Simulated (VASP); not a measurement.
RbHg:

```
Rb Hg
1.0
     3.01547   -3.30396    0.00000
     3.01547    3.30396    0.00000
     0.00000    0.00000    6.93722
Rb Hg
2 2
Direct
  0.75000 0.25000 0.75000
  0.25000 0.75000 0.25000
  0.75000 0.75000 0.00000
  0.25000 0.25000 0.00000
```

The cell was generated, and may not be a known phase.

| Item | Value |
| --- | --- |
| Program | VASP 6.6.1 |
| Task | relaxation of cell and atoms |
| Functional | PBE |
| Potentials or basis | VASP PAW PBE potentials, release 64 (Rb_sv, Hg) |
| Cutoff | 600 eV |
| k mesh | 4 × 4 × 4 |
| Occupations | gaussian, width 0.1 eV |
| Spin | no spin polarisation |

At the start: pressure 17.7 GPa; volume 34.56 Å³/atom.

**Question.** How do energy, volume and symmetry change on relaxing?

**Answer.** Over 9 steps the energy falls by 999.3 meV/atom and the volume is 57.04 Å³/atom (+65.1 %); space group Cmme (No. 67, to 0.1 Å) before and after.

Step by step:
| step | energy change (eV) | largest force (eV/Å) | pressure (GPa) | volume (Å³) |
| --- | --- | --- | --- | --- |
| 1 | 0.0000 | 4.6927 | 17.69 | 138.23 |
| 2 | -3.8457 | 0.2706 | 0.24 | 229.45 |
| 3 | -3.8543 | 0.2334 | 0.12 | 233.04 |
| 4 | -3.8772 | 0.2177 | 0.11 | 231.99 |
| 5 | -3.9399 | 0.1594 | 0.10 | 228.55 |
| 6 | -3.9871 | 0.0289 | 0.29 | 220.23 |
| 7 | -3.9908 | 0.0540 | 0.20 | 222.21 |
| 8 | -3.9908 | 0.0482 | 0.22 | 221.75 |
| 9 | -3.9973 | 0.0109 | 0.01 | 228.16 |

Final structure:
```
Rb Hg
1.0
     3.17675   -3.89239    0.00000
     3.17675    3.89239    0.00000
     0.00000    0.00000    9.22586
Rb Hg
2 2
Direct
  0.75000 0.25000 0.70850
  0.25000 0.75000 0.29150
  0.75000 0.75000 0.00000
  0.25000 0.25000 0.00000
```

Caveat: the volume moved by over 15 % at a fixed basis, so the end points are rough.
